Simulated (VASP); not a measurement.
# AlP in VASP: notebook, part 2 of 2

VASP 6.6.1. The steps go on from the part before.

## (3) Single point, PBE

Input file INCAR:

```
SYSTEM = AlP
PREC = Accurate ; ENCUT = 520
EDIFF = 1E-7 ; ISMEAR = 0
SIGMA = 0.05 ; LREAL = .False.
LASPH = .True. ; NELM = 100
ALGO = Normal ; ISIF = 2
LWAVE = .False. ; LCHARG = .False.
LDIPOL = .True. ; IDIPOL = 3
DIPOL = 0.5 0.5 0.500 ; GGA = PE
NBANDS = 26
```

Input file KPOINTS:

```
regular mesh
0
Gamma
  9 9 1
  0 0 0
```

Input file POSCAR:

```
AlP
1.0
    3.8938964361      0.0000000000      0.0000000000
   -1.9469482181      3.3722132334      0.0000000000
    0.0000000000      0.0000000000     25.3328976613
P Al
4 4
Direct
    0.0000000000      0.0000000000      0.2960577231
    0.3333333333      0.6666666667      0.4215606627
    0.6666666667      0.3333333333      0.5470636024
    0.0000000000      0.0000000000      0.6725665420
    0.3333333333      0.6666666667      0.3274334580
    0.6666666667      0.3333333333      0.4529363976
    0.0000000000      0.0000000000      0.5784393373
    0.3333333333      0.6666666667      0.7039422769
```

Potentials or basis: VASP PAW PBE potentials, release 64 (P, Al).

Launch:

```bash
$ cat potpaw_PBE.64/P/POTCAR potpaw_PBE.64/Al/POTCAR > POTCAR
$ mpirun -np 1 vasp_std > vasp.out
```

OUTCAR:

```text
SYSTEM = AlP
   PREC = Accurate
   ENCUT = 520
   EDIFF = 1E-7
   ISMEAR = 0
   LREAL = .False.
   LASPH = .True.
   NELM = 100
   ISIF = 2
   GGA = PE

 ion  position               nearest neighbor table
   1  0.000  0.000  0.296-   5 2.38   5 2.38   5 2.38
   2  0.333  0.667  0.422-   5 2.38   6 2.38   6 2.38   6 2.38
   3  0.667  0.333  0.547-   7 2.38   7 2.38   7 2.38   6 2.38
   4  0.000  0.000  0.673-   7 2.38   8 2.38   8 2.38   8 2.38
   5  0.333  0.667  0.327-   2 2.38   1 2.38   1 2.38   1 2.38
   6  0.667  0.333  0.453-   2 2.38   2 2.38   2 2.38   3 2.38
   7  0.000  0.000  0.578-   4 2.38   3 2.38   3 2.38   3 2.38
   8  0.333  0.667  0.704-   4 2.38   4 2.38   4 2.38

  LATTYP: Found a hexagonal cell.
 ALAT       =     3.8938964361
 C/A-ratio  =     6.5057964630

  Lattice vectors:

 A1 = (   3.8938964361,   0.0000000000,   0.0000000000)
 A2 = (  -1.9469482181,   3.3722132334,   0.0000000000)
 A3 = (   0.0000000000,   0.0000000000,  25.3328976613)

[... 186 lines left out ...]
  band No.  band energies     occupation
      1     -12.3312      2.00000
      2     -11.5677      2.00000
      3     -10.8395      2.00000
      4      -9.7058      2.00000
      5      -5.9139      2.00000
      6      -4.3753      2.00000
[... 337 lines left out ...]
     25       5.6544      0.00000
     26       5.9944      0.00000

------------------------ aborting loop because EDIFF is reached ----------------------------------------

 vacuum level on the upper side and lower side of the slab       (xc-potential included)        -1.464         1.234

  FORCE on cell =-STRESS in cart. coord.  units (eV):
  Direction    XX          YY          ZZ          XY          YZ          ZX
  --------------------------------------------------------------------------------------
  -------------------------------------------------------------------------------------
  Total       -1.3847374     -1.3847374      1.3673729      0.0000000      0.0000000     -0.0000000
  in kB       -6.6695068     -6.6695068      6.5858717      0.0000000      0.0000000     -0.0000000
  external PRESSURE =      -2.2510473 kB  Pullay stress =       0.0000000 kB

 VOLUME and BASIS-vectors are now :
 -----------------------------------------------------------------------------
  energy-cutoff  :      520.00
  volume of cell :      332.65
      direct lattice vectors                 reciprocal lattice vectors
     3.893896436  0.000000000  0.000000000     0.256812172  0.148270576  0.000000000
    -1.946948218  3.372213233  0.000000000     0.000000000  0.296541153  0.000000000
     0.000000000  0.000000000 25.332897661     0.000000000  0.000000000  0.039474363

 POSITION                                       TOTAL-FORCE (eV/Angst)
 -----------------------------------------------------------------------------------
      0.00000      0.00000      7.50000         0.000000     -0.000000      0.265580
     -0.00000      2.24814     10.67935         0.000000      0.000000      0.618867
      1.94695      1.12407     13.85871         0.000000      0.000000      0.482552
      0.00000      0.00000     17.03806        -0.000000      0.000000      0.771225
     -0.00000      2.24814      8.29484         0.000000     -0.000000     -0.636029
      1.94695      1.12407     11.47419        -0.000000      0.000000     -0.513511
      0.00000      0.00000     14.65354         0.000000     -0.000000     -0.549032
     -0.00000      2.24814     17.83290        -0.000000      0.000000     -0.439652
 -----------------------------------------------------------------------------------
    total drift:                                0.000000     -0.000000      0.000056

  FREE ENERGIE OF THE ION-ELECTRON SYSTEM (eV)
  ---------------------------------------------------
  free  energy   TOTEN  =       -38.6177453259 eV

  energy  without entropy=      -38.6034230839  energy(sigma->0) =      -38.61058420

 vacuum level on the upper side and lower side of the slab         3.505         6.249
```

stdout:

```text
POSCAR found type information on POSCAR P Al
 POSCAR found :  2 types and       8 ions
 scaLAPACK will be used
 LDA part: xc-table for (Slater+PW92), standard interpolation
 POSCAR, INCAR and KPOINTS ok, starting setup
 FFT: planning ... GRIDC
 FFT: planning ... GRID_SOFT
 FFT: planning ... GRID
 WAVECAR not read
 entering main loop
```

Run time: 4.9 min. Hardware: 1 thread of Intel Xeon 6975P-C (Granite Rapids), shared host; peak memory 0.46 GiB.

Results:

| Property | Result |
| --- | --- |
| Free energy | -38.6177 eV |
| Largest force | 0.771 eV/Å |
| Band gap on the k mesh | zero (band 16 reaches 0.28 eV, above the bottom of band 17 at 0.12 eV) |

Forces in eV/Å, atoms in the order of the input:
```
P    0.000  0.000  0.266
P    0.000  0.000  0.619
P    0.000  0.000  0.483
P    0.000  0.000  0.771
Al   0.000  0.000 -0.636
Al   0.000  0.000 -0.514
Al   0.000  0.000 -0.549
Al   0.000  0.000 -0.440
```

## (4) Single point, PBE

Input file INCAR:

```
PREC = Accurate
ENCUT = 520
EDIFF = 1E-6
ISMEAR = 0
SIGMA = 0.05
LREAL = False
LASPH = True
NELM = 60
ALGO = Normal
ISIF = 2
LWAVE = False
LCHARG = False
LDIPOL = True
IDIPOL = 3
DIPOL = 0.5 0.5 0.500
GGA = PE
NBANDS = 26
```

Input file KPOINTS:

```
Automatic mesh
0
Gamma
  9 9 1
```

Input file POSCAR:

```
AlP
1.0
    3.8938964361      0.0000000000      0.0000000000
   -1.9469482181      3.3722132334      0.0000000000
    0.0000000000      0.0000000000     25.3328976613
P Al
4 4
Direct
    0.0000000000      0.0000000000      0.2997502916
    0.3333333333      0.6666666667      0.4229504700
    0.6666666667      0.3333333333      0.5483989369
    0.0000000000      0.0000000000      0.6750147570
    0.3333333333      0.6666666667      0.3247077434
    0.6666666667      0.3333333333      0.4513368260
    0.0000000000      0.0000000000      0.5772076315
    0.3333333333      0.6666666667      0.7006333438
```

Potentials or basis: VASP PAW PBE potentials, release 64 (P, Al).

Launch:

```bash
$ cat potpaw_PBE.64/P/POTCAR potpaw_PBE.64/Al/POTCAR > POTCAR
$ mpirun -np 1 vasp_std > vasp.out
```

OUTCAR:

```text
PREC = Accurate
   ENCUT = 520
   EDIFF = 1E-6
   ISMEAR = 0
   LREAL = False
   LASPH = True
   NELM = 60
   ISIF = 2
   GGA = PE

 ion  position               nearest neighbor table
   1  0.000  0.000  0.300-   5 2.34   5 2.34   5 2.34
   2  0.333  0.667  0.423-   6 2.36   6 2.36   6 2.36   5 2.49
   3  0.667  0.333  0.548-   7 2.36   7 2.36   7 2.36   6 2.46
   4  0.000  0.000  0.675-   8 2.34   8 2.34   8 2.34   7 2.48
   5  0.333  0.667  0.325-   1 2.34   1 2.34   1 2.34   2 2.49
   6  0.667  0.333  0.451-   2 2.36   2 2.36   2 2.36   3 2.46
   7  0.000  0.000  0.577-   3 2.36   3 2.36   3 2.36   4 2.48
   8  0.333  0.667  0.701-   4 2.34   4 2.34   4 2.34

  LATTYP: Found a hexagonal cell.
 ALAT       =     3.8938964361
 C/A-ratio  =     6.5057964630

  Lattice vectors:

[... 547 lines left out ...]
  external PRESSURE =       2.4729558 kB  Pullay stress =       0.0000000 kB

 VOLUME and BASIS-vectors are now :
 -----------------------------------------------------------------------------
  energy-cutoff  :      520.00
  volume of cell :      332.65
      direct lattice vectors                 reciprocal lattice vectors
     3.893896436  0.000000000  0.000000000     0.256812172  0.148270576  0.000000000
    -1.946948218  3.372213233  0.000000000     0.000000000  0.296541153  0.000000000
     0.000000000  0.000000000 25.332897661     0.000000000  0.000000000  0.039474363

 POSITION                                       TOTAL-FORCE (eV/Angst)
 -----------------------------------------------------------------------------------
      0.00000      0.00000      7.59354        -0.000000      0.000000      0.004245
     -0.00000      2.24814     10.71456        -0.000000      0.000000      0.005868
      1.94695      1.12407     13.89253         0.000000      0.000000      0.004494
      0.00000      0.00000     17.10008        -0.000000      0.000000      0.008936
     -0.00000      2.24814      8.22579         0.000000     -0.000000     -0.005806
      1.94695      1.12407     11.43367        -0.000000      0.000000      0.001942
      0.00000      0.00000     14.62234        -0.000000      0.000000     -0.007234
     -0.00000      2.24814     17.74907         0.000000     -0.000000     -0.012445
 -----------------------------------------------------------------------------------
    total drift:                                0.000001     -0.000000     -0.001075

  FREE ENERGIE OF THE ION-ELECTRON SYSTEM (eV)
  ---------------------------------------------------
  free  energy   TOTEN  =       -38.7338220145 eV

  energy  without entropy=      -38.7196145951  energy(sigma->0) =      -38.72671830

 vacuum level on the upper side and lower side of the slab         3.368         6.114
```

stdout:

```text
POSCAR found type information on POSCAR P Al
 POSCAR found :  2 types and       8 ions
 scaLAPACK will be used
 LDA part: xc-table for (Slater+PW92), standard interpolation
 POSCAR, INCAR and KPOINTS ok, starting setup
 FFT: planning ... GRIDC
 FFT: planning ... GRID_SOFT
 FFT: planning ... GRID
 WAVECAR not read
 entering main loop
```

It took 3 min on 1 thread of Intel Xeon 6975P-C (Granite Rapids), shared host; peak memory 0.45 GiB.

Results:

| Item | Value |
| --- | --- |
| Free energy | -38.7338 eV |
| Largest force | 0.012 eV/Å |
| Band gap on the k mesh | zero (filled and empty bands touch) |

Forces on the atoms (eV/Å):
```
P    0.000  0.000  0.004
P    0.000  0.000  0.006
P    0.000  0.000  0.004
P    0.000  0.000  0.009
Al   0.000  0.000 -0.006
Al   0.000  0.000  0.002
Al   0.000  0.000 -0.007
Al   0.000  0.000 -0.012
```
